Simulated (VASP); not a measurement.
# GaP (F-43m) in VASP: settings compared, part 2 of 2

VASP 6.6.1.

### Step 3. Single point, PBEsol

This run uses another cell than the first one, of 20.11 Å³/atom.

INCAR

```
SYSTEM = GaP
PREC = Accurate ; ENCUT = 500
EDIFF = 1E-6 ; ISMEAR = 0
SIGMA = 0.01 ; LREAL = .False.
LASPH = .True. ; NELM = 120
ALGO = Normal ; ISIF = 2
LWAVE = .False. ; LCHARG = .True.
GGA = PS ; LELF = .True.
LVHAR = .True. ; NBANDS = 16
GGA_COMPAT = .False.
```

KPOINTS

```
regular mesh
0
Gamma
  6 6 6
  0 0 0
```

POSCAR

```
GaP
1.0
    0.0000000000      2.7195260893      2.7195260893
    2.7195260893      0.0000000000      2.7195260893
    2.7195260893      2.7195260893      0.0000000000
Ga P
1 1
Direct
    0.0000000000      0.0000000000      0.0000000000
    0.7500000000      0.7500000000      0.7500000000
```

Potentials or basis: VASP PAW PBE potentials, release 64 (Ga_d, P).

Run with:

```bash
$ cat potpaw_PBE.64/Ga_d/POTCAR potpaw_PBE.64/P/POTCAR > POTCAR
$ mpirun -np 1 vasp_std > vasp.out
```

OUTCAR:

```text
SYSTEM = GaP
   PREC = Accurate
   ENCUT = 500
   EDIFF = 1E-6
   ISMEAR = 0
   LREAL = .False.
   LASPH = .True.
   NELM = 120
   ISIF = 2
   GGA = PS

 ion  position               nearest neighbor table
   1  0.000  0.000  0.000-   2 2.36   2 2.36   2 2.36   2 2.36
   2  0.750  0.750  0.750-   1 2.36   1 2.36   1 2.36   1 2.36

  LATTYP: Found a face centered cubic cell.
 ALAT       =     5.4390521786

  Lattice vectors:

 A1 = (   0.0000000000,   2.7195260893,   2.7195260893)
 A2 = (   2.7195260893,   0.0000000000,   2.7195260893)
 A3 = (   2.7195260893,   2.7195260893,   0.0000000000)

Analysis of symmetry for initial positions (statically):
=====================================================================
 Subroutine PRICEL returns:
 Original cell was already a primitive cell.

 Routine SETGRP: Setting up the symmetry group for a
 face centered cubic supercell.

 Subroutine GETGRP returns: Found 24 space group operations
 (whereof 24 operations were pure point group operations)
 out of a pool of 48 trial point group operations.

The static configuration has the point symmetry T_d .

Analysis of symmetry for dynamics (positions and initial velocities):
=====================================================================
 Subroutine PRICEL returns:
 Original cell was already a primitive cell.

 Routine SETGRP: Setting up the symmetry group for a
 face centered cubic supercell.

 Subroutine GETGRP returns: Found 24 space group operations
 (whereof 24 operations were pure point group operations)
 out of a pool of 48 trial point group operations.

The dynamic configuration has the point symmetry T_d .

 Subroutine INISYM returns: Found 24 space group operations
 (whereof 24 operations are pure point group operations),
 and found     1 'primitive' translations

----------------------------------------------------------------------------------------

                                     Primitive cell

  volume of cell :      40.2263

  direct lattice vectors                    reciprocal lattice vectors
     0.000000000  2.719526089  2.719526089    -0.183855563  0.183855563  0.183855563
     2.719526089  0.000000000  2.719526089     0.183855563 -0.183855563  0.183855563
     2.719526089  2.719526089  0.000000000     0.183855563  0.183855563 -0.183855563

  length of vectors
     3.845990679  3.845990679  3.845990679     0.318447176  0.318447176  0.318447176

  position of ions in fractional coordinates (direct lattice)
     0.000000000  0.000000000  0.000000000
     0.750000000  0.750000000  0.750000000

  ion indices of the primitive-cell ions
   primitive index   ion index
                 1           1
                 2           2

----------------------------------------------------------------------------------------

 KPOINTS: regular mesh

Automatic generation of k-mesh.
 Grid dimensions read from file:
 generate k-points for:    6    6    6

 Generating k-lattice:

  Cartesian coordinates                     Fractional coordinates (reciprocal lattice)
    -0.030642594  0.030642594  0.030642594     0.166666667  0.000000000  0.000000000
     0.030642594 -0.030642594  0.030642594     0.000000000  0.166666667  0.000000000
     0.030642594  0.030642594 -0.030642594     0.000000000  0.000000000  0.166666667

  Length of vectors
     0.053074529  0.053074529  0.053074529

  Shift w.r.t. Gamma in fractional coordinates (k-lattice)
     0.000000000  0.000000000  0.000000000

 Subroutine IBZKPT returns following result:
 ===========================================

 Found     16 irreducible k-points:

 Following reciprocal coordinates:
            Coordinates               Weight
  0.000000  0.000000  0.000000      1.000000
  0.166667  0.000000  0.000000      8.000000
  0.333333  0.000000  0.000000      8.000000
  0.500000  0.000000  0.000000      4.000000
  0.166667  0.166667  0.000000      6.000000
  0.333333  0.166667  0.000000     24.000000
[... 8 lines left out ...]
 -0.333333  0.333333  0.166667     24.000000
 -0.333333  0.500000  0.166667     12.000000
   k-points           NKPTS =     16   k-points in BZ     NKDIM =     16   number of bands    NBANDS=     16
   number of dos      NEDOS =    301   number of ions     NIONS =      2
   total plane-waves  NPLWV =  21952
   dimension x,y,z NGX =    28 NGY =   28 NGZ =   28
   dimension x,y,z NGXF=    56 NGYF=   56 NGZF=   56
   ions per type =               1   1
   NGX,Y,Z   is equivalent  to a cutoff of  12.10, 12.10, 12.10 a.u.
   NGXF,Y,Z  is equivalent  to a cutoff of  24.21, 24.21, 24.21 a.u.
 SYSTEM =  GaP
   PREC   = accura    normal or accurate (medium, high low for compatibility)
   ISTART =      0    job   : 0-new  1-cont  2-samecut
   ICHARG =      2    charge: 1-file 2-atom 10-const
   ISPIN  =      1    spin polarized calculation?
   LNONCOLLINEAR =      F non collinear calculations
   LSORBIT =      F    spin-orbit coupling
   LASPH  =      T    aspherical Exc in radial PAW
   ENCUT  =  500.0 eV  36.75 Ry    6.06 a.u.   7.01  7.01  7.01*2*pi/ulx,y,z
   NELM   =    120;   NELMIN=  2; NELMDL= -5     # of ELM steps
   EDIFF  = 0.1E-05   stopping-criterion for ELM
   LREAL  =      F    real-space projection
   EDIFFG = 0.1E-04   stopping-criterion for IOM
   NSW    =      0    number of steps for IOM
   IBRION =     -1    ionic relax: 0-MD 1-quasi-New 2-CG
   NFREE  =      0    steps in history (QN), initial steepest desc. (CG)
   ISIF   =      2    stress and relaxation
   ISYM   =      2    0-nonsym 1-usesym 2-fastsym
   POTIM  = 0.5000    time-step for ionic-motion
   TEBEG  =    0.0;   TEEND  =   0.0 temperature during run
   PSTRESS=    0.0 pullay stress
   NELECT =      18.0000    total number of electrons
   NUPDOWN=      -1.0000    fix difference up-down
   EMIN   =  10.00;   EMAX   =-10.00  energy-range for DOS
   EFERMI =   0.00;   METHOD = LEGACY
   ISMEAR =     0;   SIGMA  =   0.01  broadening in eV -4-tet -1-fermi 0-gaus
   EFERMI_NEDOS =   21; number of points for ismear=-14 and -15
   IALGO  =     38    algorithm
   IMIX   =      4    mixing-type and parameters
     AMIX     =   0.40;   BMIX     =  1.00
     AMIX_MAG =   1.60;   BMIX_MAG =  1.00
  volume/ion in A,a.u.               =      20.11       135.73
  Fermi-wavevector in a.u.,A,eV,Ry     =   1.252168  2.366254 21.332895  1.567924
  Thomas-Fermi vector in A             =   2.386081
   LORBIT       =      0    0 simple, 1 ext, 2 COOP (PROOUT), +10 PAW based schemes
   GGA     = PS    functional components
   LHFCALC =     F    Hartree Fock is set to
   AEXX    =    0.0000 exact exchange contribution
   IVDW    =     0    specifies the selected vdW correction
   LEPSILON=     F    determine dielectric tensor
   LRPA    =     F    only Hartree local field effects (RPA)
 non-spin polarized calculation
 Gauss-broadening in eV      SIGMA  =   0.01
  energy-cutoff  :      500.00
  volume of cell :       40.23
 maximum number of plane-waves:      1034
   NGX = 13   NGY = 13   NGZ = 13

 number of electron      18.0000015 magnetization

 Free energy of the ion-electron system (eV)
  ---------------------------------------------------
  ext. energy  EPLUGINS =         0.00000000
  ---------------------------------------------------
  free energy    TOTEN  =        -9.90612079 eV

  energy without entropy =       -9.90612079  energy(sigma->0) =       -9.90612079

 E-fermi :   4.6909     XC(G=0): -10.0473

 val. band max:        4.6401747004   @ k =   0.0000   0.0000   0.0000
 cond. band min:       6.1389093038   @ k =   0.5000   0.5000   0.0000
 fundamental gap:      1.4987346033
 Fermi energy:         4.6908577052

 k-point     1 :       0.0000    0.0000    0.0000
  band No.  band energies     occupation
      1      -9.9193      2.00000
      2      -9.9193      2.00000
      3      -9.9193      2.00000
      4      -9.8169      2.00000
      5      -9.8169      2.00000
      6      -7.9333      2.00000
[... 8 lines left out ...]
     15      14.4172      0.00000
     16      14.4172      0.00000
[... 267 lines left out ...]
 k-point    16 :      -0.3333    0.5000    0.1667
  band No.  band energies     occupation
      1     -10.0256      2.00000
      2      -9.8723      2.00000
      3      -9.8576      2.00000
      4      -9.8384      2.00000
      5      -9.8033      2.00000
      6      -4.8269      2.00000
[... 8 lines left out ...]
     15      16.5562      0.00000
     16      18.2635      0.00000

------------------------ aborting loop because EDIFF is reached ----------------------------------------

  FORCE on cell =-STRESS in cart. coord.  units (eV):
  Direction    XX          YY          ZZ          XY          YZ          ZX
  --------------------------------------------------------------------------------------
  -------------------------------------------------------------------------------------
  Total       -0.0240836     -0.0240836     -0.0240836      0.0000000      0.0000000      0.0000000
  in kB       -0.9592277     -0.9592277     -0.9592277      0.0000000      0.0000000      0.0000000
  external PRESSURE =      -0.9592277 kB  Pullay stress =       0.0000000 kB

 VOLUME and BASIS-vectors are now :
 -----------------------------------------------------------------------------
  energy-cutoff  :      500.00
  volume of cell :       40.23
      direct lattice vectors                 reciprocal lattice vectors
     0.000000000  2.719526089  2.719526089    -0.183855563  0.183855563  0.183855563
     2.719526089  0.000000000  2.719526089     0.183855563 -0.183855563  0.183855563
     2.719526089  2.719526089  0.000000000     0.183855563  0.183855563 -0.183855563

 POSITION                                       TOTAL-FORCE (eV/Angst)
 -----------------------------------------------------------------------------------
      0.00000      0.00000      0.00000         0.000000      0.000000      0.000000
      4.07929      4.07929      4.07929        -0.000000     -0.000000     -0.000000
 -----------------------------------------------------------------------------------
    total drift:                               -0.000001     -0.000001     -0.000001

  FREE ENERGIE OF THE ION-ELECTRON SYSTEM (eV)
  ---------------------------------------------------
  free  energy   TOTEN  =        -9.9061207876 eV

  energy  without entropy=       -9.9061207876  energy(sigma->0) =       -9.90612079
```

OSZICAR:

```text
N       E                     dE             d eps       ncg     rms          rms(c)
DAV:   1     0.817515806833E+02    0.81752E+02   -0.88351E+03   536   0.162E+03
DAV:   2    -0.380562802512E+01   -0.85557E+02   -0.80708E+02   600   0.311E+02
DAV:   3    -0.100894687973E+02   -0.62838E+01   -0.62640E+01   608   0.661E+01
DAV:   4    -0.101954242359E+02   -0.10596E+00   -0.10593E+00   672   0.915E+00
DAV:   5    -0.101976375709E+02   -0.22133E-02   -0.22133E-02   632   0.118E+00    0.416E+00
DAV:   6    -0.994810999584E+01    0.24953E+00   -0.35373E-01   808   0.115E+01    0.264E+00
DAV:   7    -0.990870452619E+01    0.39405E-01   -0.82212E-02   728   0.223E+00    0.989E-01
DAV:   8    -0.990591109335E+01    0.27934E-02   -0.12218E-02   608   0.129E+00    0.179E-01
DAV:   9    -0.990606842961E+01   -0.15734E-03   -0.10251E-03   712   0.435E-01    0.640E-02
DAV:  10    -0.990609350453E+01   -0.25075E-04   -0.63936E-05   752   0.848E-02    0.279E-02
DAV:  11    -0.990612090225E+01   -0.27398E-04   -0.28511E-05   560   0.558E-02    0.625E-03
DAV:  12    -0.990612078757E+01    0.11468E-06   -0.10365E-06   472   0.125E-02
   1 F= -.99061208E+01 E0= -.99061208E+01  d E =-.546968E-15
```

It took 12 s on 1 thread of Intel Xeon Platinum 8259CL at 2.50GHz (Skylake/Cascade Lake), shared host; peak memory 0.15 GiB.

What came out:

```yaml
Free_energy: -9.9061 eV
Pressure: -0.1 GPa
Band_gap_on_the_k_mesh: 1.50 eV (least direct gap 1.80 eV)
```

Caveat: the PAW data sets were made with another functional, which shifts forces and pressure a little.

### Step 4. Comparison with measurements

Step 2. Measured gap of GaP: 2.34 eV (indirect; 10 K; quoted in “Stacking defects in GaP nanowires: Electronic structure and optical properties”, 2018, arxiv:1810.01194). This calculation gives 1.69 eV (-0.65 eV). Spin-orbit coupling on Ga is left out. The value is that of revPBE+D3(BJ) on a finite k mesh, which can miss the band edges, without temperature or zero-point motion. Semilocal functionals fall short of measured gaps as a rule.

Step 3. Measured gap of GaP: 2.34 eV (indirect; 10 K; quoted in “Stacking defects in GaP nanowires: Electronic structure and optical properties”, 2018, arxiv:1810.01194). This calculation gives 1.50 eV (-0.84 eV). Spin-orbit coupling on Ga is left out. The value is that of PBEsol on a finite k mesh, which can miss the band edges, without temperature or zero-point motion. Semilocal functionals fall short of measured gaps as a rule.
